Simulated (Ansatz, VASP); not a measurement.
Two plane-wave programs on LiCaF3

```xyz
5
Lattice="3.7612 0.0000 0.0000 0.0000 3.7612 0.0000 0.0000 0.0000 3.7612" Properties=species:S:1:pos:R:3 pbc="T T T"
Li    1.8806    1.8806    1.8806
Ca    0.0000    0.0000    0.0000
F     0.0000    1.8806    1.8806
F     1.8806    1.8806    0.0000
F     1.8806    0.0000    1.8806
```

Alike in both runs: task single point; functional LDA; k mesh 5 × 5 × 5; no spin polarisation.

|  | VASP | Ansatz |
| --- | --- | --- |
| version | VASP 6.6.1 | Ansatz 0.2.0 |
| potentials or method | VASP PAW LDA potentials, release 64 (Li_sv, Ca_sv, F), cutoff 520 eV | plane waves, PAW |
| occupations | gaussian, width 0.01 eV | fixed |
| valence electrons in the cell | 34 | 34 |

```csv
,VASP,Ansatz,Ansatz less VASP
gap on the k mesh at the Fermi level (eV),6.43,6.45,+0.016
```

LDA's correlation is that of Perdew and Zunger in VASP and of Perdew and Wang (1992) in Ansatz.

Noted on VASP's run: the cutoff is short for stress, so the pressure is rough.
